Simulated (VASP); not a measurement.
Set up this calculation in VASP 6.6.1, as the native input.

```
Task                   : single point
Functional             : PBE
Potentials or basis    : VASP PAW PBE potentials, release 64 (Ca_sv, O)
Cutoff                 : 520 eV
k mesh                 : 6 × 6 × 4
Occupations            : gaussian, width 0.1 eV
Spin                   : no spin polarisation
Dipole correction      : no
Further INCAR settings : ALGO = Normal; EDIFF = 1e-06; NBANDS = 15
```

The structure of CaO lies in POSCAR:

```
CaO
1.0
    2.7985427200      0.0000000000      0.0000000000
   -1.3992713600      2.4236090900      0.0000000000
    0.0000000000      0.0000000000      4.4295148700
Ca O
1 1
Direct
    0.0000000000      0.0000000000      0.0000000000
    0.3333333300      0.6666666700      0.5000000000
```

One way to write it, as run:

INCAR

```
PREC = Accurate
ENCUT = 520
EDIFF = 1E-6
ISMEAR = 0
SIGMA = 0.1
LREAL = False
LASPH = True
NELM = 60
ALGO = Normal
ISIF = 2
LWAVE = False
LCHARG = True
GGA = PE
LELF = True
LVHAR = True
NBANDS = 15
```

KPOINTS

```
regular mesh
0
Gamma
  6 6 4
```

Potentials or basis: VASP PAW PBE potentials, release 64 (Ca_sv, O).

Launch:

```sh
$ cat potpaw_PBE.64/Ca_sv/POTCAR potpaw_PBE.64/O/POTCAR > POTCAR
$ mpirun -np 1 vasp_std > vasp.out
```

Results of the run:

```yaml
Pressure: -1.0 GPa
Band_gap_on_the_k_mesh: zero (band 8 reaches 4.02 eV, above the bottom of band 9 at 3.34 eV)
```

Caveat: the k points lie up to 0.43 Å⁻¹ apart.

It took 10 s on 1 thread of Intel Xeon 6975P-C (shared host), peak memory 0.16 GiB.
